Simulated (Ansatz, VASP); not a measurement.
Two plane-wave programs on Ti

```
Ti
1.0
     2.05602    2.05602    0.00000
    -2.05602    2.05602    0.00000
     0.00000    0.00000    4.19428
Ti
2
Direct
  0.00000 0.00000 0.00000
  0.50000 0.50000 0.50000
```

Change from the starting cell: strain along c alone, the other axes held, atoms relaxed: +2.0 %.

Alike in both runs: task single point; functional PBE; k mesh 18 × 18 × 12; occupations gaussian, width 0.1 eV; no spin polarisation.

```csv
,VASP,Ansatz
version,VASP 6.6.1,Ansatz 0.2.0
potentials or method,"VASP PAW PBE potentials, release 64 (Ti_sv), cutoff 520 eV","scalar-relativistic, plane waves, PAW"
valence electrons in the cell,24,24
```

|  | VASP | Ansatz | Ansatz less VASP |
| --- | --- | --- | --- |
| gap on the k mesh at the Fermi level (eV) | none | none | - |
| pressure (GPa) | -2.3 | -2.1 | +0.24 |
| traceless stress, the component that is largest in VASP (GPa) | -0.53 | -0.53 | +0.003 |

A gap of «none» marks a metal or a gap that the smearing closes. With one functional, cell and mesh, what is left measures potentials, basis and numerics.
